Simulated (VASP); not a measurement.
Set up this calculation in VASP 6.6.1, as the native input.

```
Task                   : single point
Functional             : PBE
Dispersion             : D3(BJ)
Potentials or basis    : VASP PAW PBE potentials, release 64 (O, H, C)
Cutoff                 : 520 eV
k mesh                 : 1 × 1 × 1
Occupations            : fermi-dirac, width 0.02 eV
Spin                   : no spin polarisation
Dipole correction      : no
Further INCAR settings : LREAL = Auto; ALGO = Normal; EDIFF = 1e-06; NBANDS = 39
```

The structure of H10CO6 lies in POSCAR:

```
H10CO6
1.0
    5.2704420000      0.0000000000      0.0000000000
    0.0000000000      5.2704420000      0.0000000000
    0.0000000000      0.0000000000      5.2704420000
O H C
6 10 1
Direct
    0.6193977659      0.1268015092     -0.0521018920
    1.0531374788      0.4377811197      0.9315727220
    0.1194207241      0.2259393045      0.4443270602
    0.2410424021      0.8453560441      0.1032171495
    0.4273645360      0.6204982428      0.6337419139
    0.6964880744      0.5847706891      0.3197834261
    0.5274889658     -0.0234325698      0.0181958174
    0.5752079237      0.2776617217      0.0310600136
    0.8912155755      0.3852428316      0.9921369024
    1.0521508443      0.3366700554      0.7537508239
    0.1689042399      0.0514378111      0.4020725396
    0.0646625084      0.3165958377      0.2900705482
    0.2616289108      0.6783302046      0.0249884165
    0.0852300433      0.8951431398      0.0169245767
    0.3841803021      0.4545349327      0.5557788132
    0.7068477369      0.8824876547      0.5549249949
    0.6163999148      0.7008899823      0.4882702437
```

The input as run:

INCAR

```
PREC     = Accurate       # precision mode
ENCUT    = 520            # plane-wave cutoff, eV
EDIFF    = 1E-6           # SCF threshold, eV
ISMEAR   = -1             # smearing method
SIGMA    = 0.02           # smearing width, eV
LREAL    = Auto         
LASPH    = True           # aspherical terms in the spheres
NELM     = 80             # most SCF steps
ALGO     = Normal         # electronic algorithm
ISIF     = 2              # what is computed and relaxed
LWAVE    = False          # write WAVECAR
LCHARG   = False          # write CHGCAR
GGA      = PE             # functional
IVDW     = 12             # dispersion correction
NBANDS   = 39             # bands
```

KPOINTS

```
regular mesh
0
Gamma
  1 1 1
```

Potentials or basis: VASP PAW PBE potentials, release 64 (O, H, C).

Run with:

```bash
$ cat potpaw_PBE.64/O/POTCAR potpaw_PBE.64/H/POTCAR potpaw_PBE.64/C/POTCAR > POTCAR
$ mpirun -np 1 vasp_gam > vasp.out
```

It gave:

| Property | Result |
| --- | --- |
| Pressure | 3.8 GPa |
| Largest force | 6.523 eV/Å |
| Band gap on the k mesh | 5.27 eV |
| Dispersion energy per atom | -0.047 eV |

Caveat: the k points lie up to 1.19 Å⁻¹ apart.

Run time: 15 s on 1 thread of AMD EPYC 9R45 (Zen 5), with other jobs on the host, peak memory 0.2 GiB.
